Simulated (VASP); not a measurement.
# Co3Si8Ni (P4/mmm) in VASP: single point with LDA

Aim: the single point of Co3Si8Ni with LDA.

Program: VASP 6.6.1. These are calculated values, not measurements. Logs are shortened: lines on timing, memory, paths and dates and some standing lists are left out, and cuts for length are marked.

## Step 1: The cell of the first run

Symmetry: P4/mmm, No. 123, tetragonal system. The conventional cell has a = 3.795 Å, b = 3.795 Å, c = 10.757 Å, α = 90.00°, β = 90.00°, γ = 90.00°. Co (site symmetry 4mm) has 8 Si at 2.30 to 2.34 Å within 3.0 Å. Within 3.1 Å of Co (site symmetry 4/mmm) lie 8 Si at 2.32 Å. Si (site symmetry 2mm) has 2 Co at 2.30 Å and 2 Ni at 2.34 Å and 6 Si at 2.66 to 2.75 Å within 3.0 Å. Si (site symmetry 2mm) has 4 Co at 2.32 to 2.34 Å and 6 Si at 2.66 to 2.68 Å within 3.1 Å. Within 3.1 Å of Ni (site symmetry 4/mmm) lie 8 Si at 2.34 Å.

## Step 2: Single point, LDA

The input, POSCAR:

```
Co3Si8Ni
1.0
    3.7950517763      0.0000000000      0.0000000000
    0.0000000000      3.7950517763      0.0000000000
    0.0000000000      0.0000000000     10.7569429640
Co Si Ni
3 8 1
Direct
    0.5000000000      0.5000000000      0.2487019486
    0.0000000000      0.0000000000      0.5000000000
    0.5000000000      0.5000000000      0.7512980514
    0.0000000000      0.5000000000      0.1280475233
    0.5000000000      0.0000000000      0.3757931211
    0.0000000000      0.5000000000      0.6242068789
    0.5000000000      0.0000000000      0.8719524767
    0.0000000000      0.5000000000      0.3757931211
    0.5000000000      0.0000000000      0.6242068789
    0.0000000000      0.5000000000      0.8719524767
    0.5000000000      0.0000000000      0.1280475233
    0.0000000000      0.0000000000      0.0000000000
```

The input, INCAR.step1:

```
PREC = Accurate
ENCUT = 520
EDIFF = 1E-7
ISMEAR = 0
SIGMA = 0.1
LREAL = F
LASPH = T
NELM = 60
ALGO = Normal
ISIF = 2
LWAVE = F
LCHARG = T
LMAXMIX = 4
NBANDS = 46
```

The input, KPOINTS.step1:

```
Automatic mesh
0
Gamma
  10 10 4
```

The input, INCAR.step2:

```
PREC = Accurate
ENCUT = 520
EDIFF = 1E-7
ISMEAR = -5
SIGMA = 0.1
LREAL = F
LASPH = T
NELM = 60
ALGO = Normal
ISIF = 2
LWAVE = F
LCHARG = F
LMAXMIX = 4
LORBIT = 11
NEDOS = 2001
ICHARG = 11
```

The input, KPOINTS.step2:

```
Automatic mesh
0
Gamma
  15 15 6
```

Potentials or basis: VASP PAW LDA potentials, release 64 (Co, Si, Ni).

Started as:

```sh
cat potpaw_LDA.64/Co/POTCAR potpaw_LDA.64/Si/POTCAR potpaw_LDA.64/Ni/POTCAR > POTCAR
cp INCAR.step1 INCAR
cp KPOINTS.step1 KPOINTS
mpirun -np 1 vasp_std > vasp.out
cp INCAR.step2 INCAR
cp KPOINTS.step2 KPOINTS
mpirun -np 1 vasp_std > vasp.out
```

OUTCAR:

```text
PREC = Accurate
   ENCUT = 520
   EDIFF = 1E-7
   ISMEAR = -5
   LREAL = F
   LASPH = T
   NELM = 60
   ISIF = 2
   LORBIT = 11
   ICHARG = 11

 ion  position               nearest neighbor table
   1  0.500  0.500  0.249-   4 2.30  11 2.30  11 2.30   4 2.30   5 2.34   8 2.34   5 2.34   8 2.34

   2  0.000  0.000  0.500-   5 2.32   6 2.32   8 2.32   9 2.32   6 2.32   8 2.32   5 2.32   9 2.32

   3  0.500  0.500  0.751-   7 2.30  10 2.30   7 2.30  10 2.30   9 2.34   9 2.34   6 2.34   6 2.34
[... 4 lines left out ...]
                             8 2.68   8 2.68
   6  0.000  0.500  0.624-   2 2.32   2 2.32   3 2.34   3 2.34  10 2.66   8 2.67   9 2.68   9 2.68
                             9 2.68   9 2.68
   7  0.500  0.000  0.872-   3 2.30   3 2.30  12 2.34  12 2.34   9 2.66  10 2.68  10 2.68  10 2.68
                            10 2.68  11 2.75
   8  0.000  0.500  0.376-   2 2.32   2 2.32   1 2.34   1 2.34   4 2.66   6 2.67   5 2.68   5 2.68
                             5 2.68   5 2.68
   9  0.500  0.000  0.624-   2 2.32   2 2.32   3 2.34   3 2.34   7 2.66   5 2.67   6 2.68   6 2.68
                             6 2.68   6 2.68
  10  0.000  0.500  0.872-   3 2.30   3 2.30  12 2.34  12 2.34   6 2.66   7 2.68   7 2.68   7 2.68
                             7 2.68   4 2.75
  11  0.500  0.000  0.128-   1 2.30   1 2.30  12 2.34  12 2.34   5 2.66   4 2.68   4 2.68   4 2.68
                             4 2.68   7 2.75
  12  0.000  0.000  0.000-   4 2.34   7 2.34  10 2.34  11 2.34   4 2.34  10 2.34   7 2.34  11 2.34

  LATTYP: Found a simple tetragonal cell.
 ALAT       =     3.7950517763
 C/A-ratio  =     2.8344654034

  Lattice vectors:

 A1 = (   3.7950517763,   0.0000000000,   0.0000000000)
 A2 = (   0.0000000000,   3.7950517763,   0.0000000000)
 A3 = (   0.0000000000,   0.0000000000,  10.7569429640)

Analysis of symmetry for initial positions (statically):
=====================================================================
 Subroutine PRICEL returns:
 Original cell was already a primitive cell.

 Routine SETGRP: Setting up the symmetry group for a
 simple tetragonal supercell.

 Subroutine GETGRP returns: Found 16 space group operations
 (whereof 16 operations were pure point group operations)
 out of a pool of 16 trial point group operations.

The static configuration has the point symmetry D_4h.

Analysis of symmetry for dynamics (positions and initial velocities):
=====================================================================
 Subroutine PRICEL returns:
 Original cell was already a primitive cell.

 Routine SETGRP: Setting up the symmetry group for a
 simple tetragonal supercell.
[... 155 lines left out ...]
   IVDW    =     0    specifies the selected vdW correction
   LEPSILON=     F    determine dielectric tensor
   LRPA    =     F    only Hartree local field effects (RPA)
 non-spin polarized calculation
 Fermi weights with tetrahedron method with Bloechl corrections
  energy-cutoff  :      520.00
  volume of cell :      154.93
 maximum number of plane-waves:      4200

 number of electron      69.0000008 magnetization

 Free energy of the ion-electron system (eV)
  ---------------------------------------------------
  ext. energy  EPLUGINS =         0.00000000
  ---------------------------------------------------
  free energy    TOTEN  =       -85.77969581 eV

  energy without entropy =      -85.77969581  energy(sigma->0) =      -85.77969581

 E-fermi :   9.9793     XC(G=0): -11.8654

 val. band max:       10.0792836857   @ k =   0.2000   0.0667   0.0000
 cond. band min:       9.9193836553   @ k =   0.1333   0.1333   0.5000
 fundamental gap:     -0.1599000304
 Fermi energy:         9.9793092987

 k-point     1 :       0.0000    0.0000    0.0000
  band No.  band energies     occupation
      1      -3.1891      2.00000
      2      -1.9739      2.00000
      3      -1.9280      2.00000
      4       0.8400      2.00000
      5       2.6908      2.00000
      6       3.4100      2.00000
[... 1045 lines left out ...]
     40      13.0959      0.00000
     41      13.1904      0.00000

 [... further k-points ...]

------------------------ aborting loop because EDIFF is reached ----------------------------------------

  FORCE on cell =-STRESS in cart. coord.  units (eV):
  Direction    XX          YY          ZZ          XY          YZ          ZX
  --------------------------------------------------------------------------------------
  -------------------------------------------------------------------------------------
  Total       -7.8569269     -7.8569269     -7.8848057      0.0000000     -0.0000000      0.0000000
  in kB      -81.2529279    -81.2529279    -81.5412384      0.0000000     -0.0000000      0.0000000
  external PRESSURE =     -81.3490314 kB  Pullay stress =       0.0000000 kB

 VOLUME and BASIS-vectors are now :
 -----------------------------------------------------------------------------
  energy-cutoff  :      520.00
  volume of cell :      154.93
      direct lattice vectors                 reciprocal lattice vectors
     3.795051776  0.000000000  0.000000000     0.263501016  0.000000000  0.000000000
     0.000000000  3.795051776  0.000000000     0.000000000  0.263501016  0.000000000
     0.000000000  0.000000000 10.756942964     0.000000000  0.000000000  0.092963215

 POSITION                                       TOTAL-FORCE (eV/Angst)
 -----------------------------------------------------------------------------------
      1.89753      1.89753      2.67527        -0.000000     -0.000000     -0.015684
      0.00000      0.00000      5.37847        -0.000000      0.000000     -0.000000
      1.89753      1.89753      8.08167         0.000000     -0.000000      0.015684
      0.00000      1.89753      1.37740        -0.000000      0.000000      0.003431
      1.89753      0.00000      4.04239        -0.000000      0.000000      0.016527
      0.00000      1.89753      6.71456         0.000000      0.000000     -0.016527
      1.89753      0.00000      9.37954        -0.000000      0.000000     -0.003431
      0.00000      1.89753      4.04239        -0.000000      0.000000      0.016527
      1.89753      0.00000      6.71456         0.000000      0.000000     -0.016527
      0.00000      1.89753      9.37954        -0.000000      0.000000     -0.003431
      1.89753      0.00000      1.37740         0.000000      0.000000      0.003431
      0.00000      0.00000      0.00000        -0.000000      0.000000     -0.000000
 -----------------------------------------------------------------------------------
    total drift:                               -0.000000      0.000000     -0.000000

  FREE ENERGIE OF THE ION-ELECTRON SYSTEM (eV)
  ---------------------------------------------------
  free  energy   TOTEN  =       -85.7796958111 eV

  energy  without entropy=      -85.7796958111  energy(sigma->0) =      -85.77969581

 total charge

# of ion       s       p       d       tot
------------------------------------------
    1        0.537   0.734   7.611   8.883
    2        0.540   0.720   7.619   8.879
    3        0.537   0.734   7.611   8.883
    4        0.727   0.872   0.000   1.598
    5        0.722   0.874   0.000   1.596
    6        0.722   0.874   0.000   1.596
    7        0.727   0.872   0.000   1.598
    8        0.722   0.874   0.000   1.596
    9        0.722   0.874   0.000   1.596
   10        0.727   0.872   0.000   1.598
   11        0.727   0.872   0.000   1.598
   12        0.579   0.776   8.472   9.827
--------------------------------------------------
tot          7.989   9.947  31.313  49.249
```

OSZICAR.step1:

```text
N       E                     dE             d eps       ncg     rms          rms(c)
DAV:   1     0.463324338361E+03    0.46332E+03   -0.27918E+04  5796   0.153E+03
DAV:   2    -0.445816346205E+02   -0.50791E+03   -0.48725E+03  5796   0.358E+02
DAV:   3    -0.899203527875E+02   -0.45339E+02   -0.43062E+02  6772   0.123E+02
[... 19 lines left out ...]
DAV:  23    -0.857826168332E+02    0.18570E-04   -0.55467E-05  8886   0.942E-02    0.680E-02
DAV:  24    -0.857826121627E+02    0.46705E-05   -0.93005E-06  6592   0.270E-02    0.490E-02
DAV:  25    -0.857826041667E+02    0.79961E-05   -0.83772E-06  6940   0.261E-02    0.218E-02
DAV:  26    -0.857826029064E+02    0.12603E-05   -0.62858E-06  7060   0.183E-02    0.809E-03
DAV:  27    -0.857826028767E+02    0.29685E-07   -0.35044E-07  5822   0.684E-03
   1 F= -.85782603E+02 E0= -.85774260E+02  d E =-.166858E-01
```

Run time: 13 min. Hardware: 1 thread of Intel Xeon 6975P-C (Granite Rapids), shared host; peak memory 0.76 GiB.

What came out:

* Valence electrons inside the program's atomic spheres: Co 8.88; Si 1.60; Ni 9.83

Caveat: an odd number of electrons without spin polarisation forces a metal; a magnetic or distorted state may lie lower. Spin polarisation is off, so any magnetic state and its effect on volume and gap are missing.
